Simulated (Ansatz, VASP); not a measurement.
## One calculation of ZrB3, two programs

```xyz
4
Lattice="3.4982 0.0000 0.0000 -1.7491 3.0296 0.0000 0.0000 0.0000 3.7356" Properties=species:S:1:pos:R:3 pbc="T T T"
Zr    0.0000    0.0000    0.0000
B     0.0000    0.0000    1.8678
B     0.0000    2.0197    0.0000
B     1.7491    1.0099    0.0000
```

Change from the starting cell: species swapped into the Li3N type (P6/mmm, No. 191).

Alike in both runs: task relaxation of cell and atoms; functional PBE; k mesh 6 × 6 × 6; occupations gaussian, width 0.1 eV; no spin polarisation.

|  | VASP | Ansatz |
| --- | --- | --- |
| version | VASP 6.6.1 | Ansatz 0.2.0 |
| potentials or method | VASP PAW PBE potentials, release 64 (Zr_sv, B), cutoff 500 eV | scalar-relativistic, plane waves, PAW |
| valence electrons in the cell | 21 | 21 |

VASP gave:

| Quantity | Value |
| --- | --- |
| gap on the k mesh at the Fermi level, each at its own relaxed structure (eV) | none |
| relaxed volume (Å³/atom) | 16.19 |
| relaxed cell length with the largest relative difference (Å) | 4.653 |

What did Ansatz give for the same quantities?

gap on the k mesh at the Fermi level, each at its own relaxed structure (eV): none; relaxed volume (Å³/atom): 16.27; relaxed cell length with the largest relative difference (Å): 4.663.

A gap of «none» marks a metal or a gap that the smearing closes.

Noted on VASP's run: the volume moved by over 15 % at a fixed basis, so the end points are rough.
